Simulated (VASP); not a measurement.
# Si7Ge (Cm) in VASP: single point with r2SCAN

Aim: the single point of Si7Ge with r2SCAN.

Everything below comes from runs of VASP 6.6.1. Logs are shortened: lines on timing, memory, paths and dates and some standing lists are left out, and cuts for length are marked.

## (1) The cell of the first run

The structure is monoclinic, space group Cm (No. 8). The conventional cell has a = 7.733 Å, b = 7.733 Å, c = 11.236 Å, α = 90.00°, β = 103.26°, γ = 90.00°. Within 2.0 Å of Si (site symmetry m) lie 1 Ge at 1.52 Å. Within 3.1 Å of Si (site symmetry m) lie 3 Si at 2.36 Å and 1 Ge at 2.39 Å. Si (site symmetry m) has 1 Si at 1.53 Å within 2.0 Å. Si (site symmetry m) has 4 Si at 2.36 Å within 3.1 Å. Within 3.1 Å of Si (site symmetry 1) lie 4 Si at 2.36 Å. Within 3.1 Å of Si (site symmetry 1) lie 4 Si at 2.36 Å. Within 3.1 Å of Si (site symmetry 1) lie 3 Si at 2.36 Å and 1 Ge at 2.39 Å. Within 3.1 Å of Si (site symmetry 1) lie 3 Si at 2.36 Å and 1 Ge at 2.39 Å.

## (2) Single point, r2SCAN

Input file POSCAR:

```
Si7Ge
1.0
    0.0000000000     -5.4679684317      0.0000000000
    0.0000000000      0.0000000000     -5.4679684317
   10.9359368634     -1.8224738783     -1.8224738783
Si Ge
14 2
Direct
    0.7265328859      0.7265328859      0.0631153791
    0.5598828859      0.5598828859      0.5631153791
    0.1877312300      0.1877312300      0.9369000000
    0.3543812300      0.3543812300      0.4369000000
    0.4377062300     -0.0622937700      0.1869000000
    0.2710562300     -0.2289437700      0.6869000000
   -0.0622937700      0.4377062300      0.1869000000
   -0.2289437700      0.2710562300      0.6869000000
    0.6440180577      0.1488795741      0.3106846209
    0.4773680577     -0.0177704259      0.8106846209
    0.1488795741      0.6440180577      0.3106846209
   -0.0177704259      0.4773680577      0.8106846209
    0.2313944023      0.2313944023      0.0631153791
    0.0647444023      0.0647444023      0.5631153791
   -0.3122687700     -0.3122687700      0.9369000000
   -0.1456187700     -0.1456187700      0.4369000000
```

Input file INCAR.step1:

```
PREC = Accurate
ENCUT = 520
ISMEAR = 0
SIGMA = 0.05
LREAL = Auto
LASPH = True
NELM = 80
NBANDS = 56
GGA = PE
ALGO = Normal
EDIFF = 1E-4
LWAVE = True
LCHARG = False
```

Input file INCAR.step2:

```
PREC = Accurate
ENCUT = 520
EDIFF = 1E-6
ISMEAR = 0
SIGMA = 0.05
LREAL = Auto
LASPH = True
NELM = 80
ALGO = Normal
ISIF = 2
LWAVE = False
LCHARG = False
METAGGA = R2SCAN
LMIXTAU = True
NBANDS = 56
ISTART = 1
```

Input file KPOINTS:

```
Automatic mesh
0
Gamma
  6 6 3
```

Potentials or basis: VASP PAW PBE potentials, release 64 (Si, Ge_d).

Launch:

```bash
cat potpaw_PBE.64/Si/POTCAR potpaw_PBE.64/Ge_d/POTCAR > POTCAR
cp INCAR.step1 INCAR
mpirun -np 1 vasp_std > vasp.out
cp INCAR.step2 INCAR
mpirun -np 1 vasp_std > vasp.out
```

OUTCAR:

```text
PREC = Accurate
   ENCUT = 520
   EDIFF = 1E-6
   ISMEAR = 0
   LREAL = Auto
   LASPH = True
   NELM = 80
   ISIF = 2
   METAGGA = R2SCAN
   ISTART = 1

 ion  position               nearest neighbor table
   1  0.727  0.727  0.063-  15 1.52   7 2.36   5 2.36
   2  0.560  0.560  0.563-   4 2.36   6 2.36   8 2.36  16 2.39
   3  0.188  0.188  0.937-  13 1.53  12 2.36  10 2.36
   4  0.354  0.354  0.437-   2 2.36   9 2.36  11 2.36  14 2.36
   5  0.438  0.938  0.187-  11 2.36  13 2.36   1 2.36   9 2.36
   6  0.271  0.771  0.687-  12 2.36  14 2.36   2 2.36  10 2.36
   7  0.938  0.438  0.187-   9 2.36  13 2.36   1 2.36  11 2.36
   8  0.771  0.271  0.687-  10 2.36  14 2.36   2 2.36  12 2.36
   9  0.644  0.149  0.311-   7 2.36   4 2.36   5 2.36  16 2.39
  10  0.477  0.982  0.811-   8 2.36   3 2.36   6 2.36  15 2.39
  11  0.149  0.644  0.311-   5 2.36   4 2.36   7 2.36  16 2.39
  12  0.982  0.477  0.811-   6 2.36   3 2.36   8 2.36  15 2.39
  13  0.231  0.231  0.063-   3 1.53   7 2.36   5 2.36
  14  0.065  0.065  0.563-   6 2.36   8 2.36   4 2.36  16 2.39
  15  0.688  0.688  0.937-   1 1.52  10 2.39  12 2.39
  16  0.854  0.854  0.437-  14 2.39  11 2.39   9 2.39   2 2.39

 -----------------------------------------------------------------------------
|                                                                             |
|           W    W    AA    RRRRR   N    N  II  N    N   GGGG   !!!           |
|           W    W   A  A   R    R  NN   N  II  NN   N  G    G  !!!           |
|           W    W  A    A  R    R  N N  N  II  N N  N  G       !!!           |
|           W WW W  AAAAAA  RRRRR   N  N N  II  N  N N  G  GGG   !            |
|           WW  WW  A    A  R   R   N   NN  II  N   NN  G    G                |
|           W    W  A    A  R    R  N    N  II  N    N   GGGG   !!!           |
|                                                                             |
|     The distance between some ions is very small. Please check the          |
|     nearest-neighbor list in the OUTCAR file.                               |
|     I HOPE YOU KNOW WHAT YOU ARE DOING!                                     |
|                                                                             |
 -----------------------------------------------------------------------------

  LATTYP: Found a base centered monoclinic cell.
 ALAT       =     7.7328751147
 B/A-ratio  =     1.0000000000
 C/A-ratio  =     1.4529586677
 COS(beta)  =    -0.2293939996

  Lattice vectors:

 A1 = (   0.0000000000,   5.4679684317,   0.0000000000)
 A2 = (   0.0000000000,   0.0000000000,   5.4679684317)
 A3 = (  10.9359368634,  -1.8224738783,  -1.8224738783)

Analysis of symmetry for initial positions (statically):
=====================================================================
 Subroutine PRICEL returns:
 Original cell was already a primitive cell.

 Routine SETGRP: Setting up the symmetry group for a
 base centered monoclinic supercell.

 Subroutine GETGRP returns: Found  2 space group operations
 (whereof  2 operations were pure point group operations)
 out of a pool of  4 trial point group operations.

The static configuration has the point symmetry C_1h.

Analysis of symmetry for dynamics (positions and initial velocities):
=====================================================================
 Subroutine PRICEL returns:
 Original cell was already a primitive cell.

 Routine SETGRP: Setting up the symmetry group for a
 base centered monoclinic supercell.

 Subroutine GETGRP returns: Found  2 space group operations
 (whereof  2 operations were pure point group operations)
 out of a pool of  4 trial point group operations.

The dynamic configuration has the point symmetry C_1h.

 Subroutine INISYM returns: Found  2 space group operations
 (whereof  2 operations are pure point group operations),
 and found     1 'primitive' translations

----------------------------------------------------------------------------------------

                                     Primitive cell

  volume of cell :     326.9701

  direct lattice vectors                    reciprocal lattice vectors
     0.000000000 -5.467968432  0.000000000    -0.030477499 -0.182883280  0.000000000
     0.000000000  0.000000000 -5.467968432    -0.030477499  0.000000000 -0.182883280
    10.935936863 -1.822473878 -1.822473878     0.091441640  0.000000000  0.000000000

[... 47 lines left out ...]

 Generating k-lattice:

  Cartesian coordinates                     Fractional coordinates (reciprocal lattice)
    -0.005079583 -0.030480547  0.000000000     0.166666667  0.000000000 -0.000000000
    -0.005079583  0.000000000 -0.030480547     0.000000000  0.166666667 -0.000000000
     0.030480547  0.000000000  0.000000000     0.000000000  0.000000000  0.333333333

  Length of vectors
     0.030900904  0.030900904  0.030480547

  Shift w.r.t. Gamma in fractional coordinates (k-lattice)
     0.000000000  0.000000000  0.000000000

 Subroutine IBZKPT returns following result:
 ===========================================

 Found     34 irreducible k-points:

 Following reciprocal coordinates:
            Coordinates               Weight
  0.000000  0.000000  0.000000      1.000000
  0.166667  0.000000 -0.000000      4.000000
  0.333333  0.000000 -0.000000      4.000000
  0.500000  0.000000  0.000000      2.000000
  0.166667  0.166667 -0.000000      2.000000
  0.333333  0.166667 -0.000000      4.000000
[... 16 lines left out ...]
 -0.333333  0.166667  0.333333      4.000000
 -0.166667  0.166667  0.333333      4.000000
 [... further k-points ...]
   k-points           NKPTS =     34   k-points in BZ     NKDIM =     34   number of bands    NBANDS=     56
   number of dos      NEDOS =    301   number of ions     NIONS =     16
   total plane-waves  NPLWV = 148176
   dimension x,y,z NGX =    42 NGY =   42 NGZ =   84
   dimension x,y,z NGXF=    84 NGYF=   84 NGZF=  168
   ions per type =              14   2
   NGX,Y,Z   is equivalent  to a cutoff of  12.77, 12.77, 12.43 a.u.
   NGXF,Y,Z  is equivalent  to a cutoff of  25.54, 25.54, 24.86 a.u.
 SYSTEM =  unknown system
   PREC   = accura    normal or accurate (medium, high low for compatibility)
   ISTART =      1    job   : 0-new  1-cont  2-samecut
   ICHARG =      0    charge: 1-file 2-atom 10-const
   ISPIN  =      1    spin polarized calculation?
   LNONCOLLINEAR =      F non collinear calculations
   LSORBIT =      F    spin-orbit coupling
   LASPH  =      T    aspherical Exc in radial PAW
   ENCUT  =  520.0 eV  38.22 Ry    6.18 a.u.  10.17 10.17 20.89*2*pi/ulx,y,z
   NELM   =     80;   NELMIN=  2; NELMDL=  0     # of ELM steps
   EDIFF  = 0.1E-05   stopping-criterion for ELM
   LREAL  =      T    real-space projection
   EDIFFG = 0.1E-04   stopping-criterion for IOM
   NSW    =      0    number of steps for IOM
   IBRION =     -1    ionic relax: 0-MD 1-quasi-New 2-CG
   NFREE  =      0    steps in history (QN), initial steepest desc. (CG)
   ISIF   =      2    stress and relaxation
   ISYM   =      2    0-nonsym 1-usesym 2-fastsym
   POTIM  = 0.5000    time-step for ionic-motion
   TEBEG  =    0.0;   TEEND  =   0.0 temperature during run
   PSTRESS=    0.0 pullay stress
   NELECT =      84.0000    total number of electrons
   NUPDOWN=      -1.0000    fix difference up-down
   EMIN   =  10.00;   EMAX   =-10.00  energy-range for DOS
   EFERMI =   0.00;   METHOD = LEGACY
   ISMEAR =     0;   SIGMA  =   0.05  broadening in eV -4-tet -1-fermi 0-gaus
   EFERMI_NEDOS =   21; number of points for ismear=-14 and -15
   IALGO  =     38    algorithm
   IMIX   =      4    mixing-type and parameters
     AMIX     =   0.40;   BMIX     =  1.00
     AMIX_MAG =   1.60;   BMIX_MAG =  1.00
  volume/ion in A,a.u.               =      20.44       137.91
  Fermi-wavevector in a.u.,A,eV,Ry     =   1.040715  1.966667 14.736311  1.083088
  Thomas-Fermi vector in A             =   2.175304
   LORBIT       =      0    0 simple, 1 ext, 2 COOP (PROOUT), +10 PAW based schemes
   METAGGA = R2SCAN    functional components
   LHFCALC =     F    Hartree Fock is set to
   AEXX    =    0.0000 exact exchange contribution
   IVDW    =     0    specifies the selected vdW correction
   LEPSILON=     F    determine dielectric tensor
   LRPA    =     F    only Hartree local field effects (RPA)
 non-spin polarized calculation
 Gauss-broadening in eV      SIGMA  =   0.05
  energy-cutoff  :      520.00
  volume of cell :      326.97
 maximum number of plane-waves:      8846
 NGX is ok and might be reduce to    42
   NGX = 21   NGY = 21   NGZ = 41

 number of electron      83.9999983 magnetization

 Free energy of the ion-electron system (eV)
  ---------------------------------------------------
  ext. energy  EPLUGINS =         0.00000000
  ---------------------------------------------------
  free energy    TOTEN  =      -128.39793838 eV

  energy without entropy =     -128.39793838  energy(sigma->0) =     -128.39793838

 E-fermi :   5.8028     XC(G=0):  -9.8846

 val. band max:        5.5554684590   @ k =   0.0000   0.0000   0.0000
 cond. band min:       6.0785821695   @ k =   0.0000   0.0000   0.3333
 fundamental gap:      0.5231137106
 Fermi energy:         5.8027617530

 k-point     1 :       0.0000    0.0000    0.0000
  band No.  band energies     occupation
      1     -21.3436      2.00000
      2     -20.8645      2.00000
      3     -20.8184      2.00000
      4     -20.2352      2.00000
      5     -20.2275      2.00000
      6     -19.3480      2.00000
[... 1357 lines left out ...]
     53       8.5999      0.00000
     54       8.7727      0.00000

 [... further k-points ...]

 [bands above 54 left out]

------------------------ aborting loop because EDIFF is reached ----------------------------------------

  FORCE on cell =-STRESS in cart. coord.  units (eV):
  Direction    XX          YY          ZZ          XY          YZ          ZX
  --------------------------------------------------------------------------------------
  -------------------------------------------------------------------------------------
  Total      109.9990675     11.2266928     11.2266928    -36.8573884     12.2640178    -36.8574204
  in kB      539.0035115     55.0116192     55.0116192   -180.6039109     60.0945883   -180.6040673
  external PRESSURE =     216.3422500 kB  Pullay stress =       0.0000000 kB

 VOLUME and BASIS-vectors are now :
 -----------------------------------------------------------------------------
  energy-cutoff  :      520.00
  volume of cell :      326.97
      direct lattice vectors                 reciprocal lattice vectors
     0.000000000 -5.467968432  0.000000000    -0.030477499 -0.182883280  0.000000000
     0.000000000  0.000000000 -5.467968432    -0.030477499  0.000000000 -0.182883280
    10.935936863 -1.822473878 -1.822473878     0.091441640  0.000000000  0.000000000

 POSITION                                       TOTAL-FORCE (eV/Angst)
 -----------------------------------------------------------------------------------
      0.69023     -4.08769     -4.08769        43.646991    -13.581882    -13.581882
      6.15819     -4.08769     -4.08769         0.028538      0.063117      0.063117
     10.24588     -2.73398     -2.73398       -34.731623     11.329215     11.329215
      4.77791     -2.73398     -2.73398        -0.006054     -0.055381     -0.055381
      2.04393     -2.73398     -5.46797         0.257902     -0.281177     -0.250293
      7.51190     -2.73398     -5.46797        -0.022607     -0.029936     -0.031080
[... 8 lines left out ...]
     10.24588     -5.46797     -5.46797       -43.546297     13.410997     13.410997
      4.77791     -5.46797     -5.46797        -0.010494     -0.030061     -0.030061
 -----------------------------------------------------------------------------------
    total drift:                                0.019110     -0.008711     -0.008711

  FREE ENERGIE OF THE ION-ELECTRON SYSTEM (eV)
  ---------------------------------------------------
  free  energy   TOTEN  =      -128.3979383792 eV

  energy  without entropy=     -128.3979383792  energy(sigma->0) =     -128.39793838
```

Wall time 36 min (1 thread of Intel Xeon Platinum 8488C (Sapphire Rapids), shared host); peak memory 0.64 GiB.

Results:

| Item | Value |
| --- | --- |
| Free energy | -128.3979 eV |
| Pressure | 21.6 GPa |
| Largest force | 47.686 eV/Å |
| Band gap on the k mesh | 0.52 eV, indirect (least direct gap 0.65 eV) |

Forces on the atoms (eV/Å):
```
Si   43.647 -13.582 -13.582
Si    0.029   0.063   0.063
Si  -34.732  11.329  11.329
Si   -0.006  -0.055  -0.055
Si    0.258  -0.281  -0.250
Si   -0.023  -0.030  -0.031
Si    0.258  -0.250  -0.281
Si   -0.023  -0.031  -0.030
Si    0.016   0.041   0.010
Si   -0.290   0.214   0.360
Si    0.016   0.010   0.041
Si   -0.290   0.360   0.214
Si   34.677 -11.201 -11.201
Si    0.021   0.032   0.032
Ge  -43.546  13.411  13.411
Ge   -0.010  -0.030  -0.030
```

Caveat: the PAW data sets were made with another functional, which shifts forces and pressure a little. A k mesh can miss the band edges.
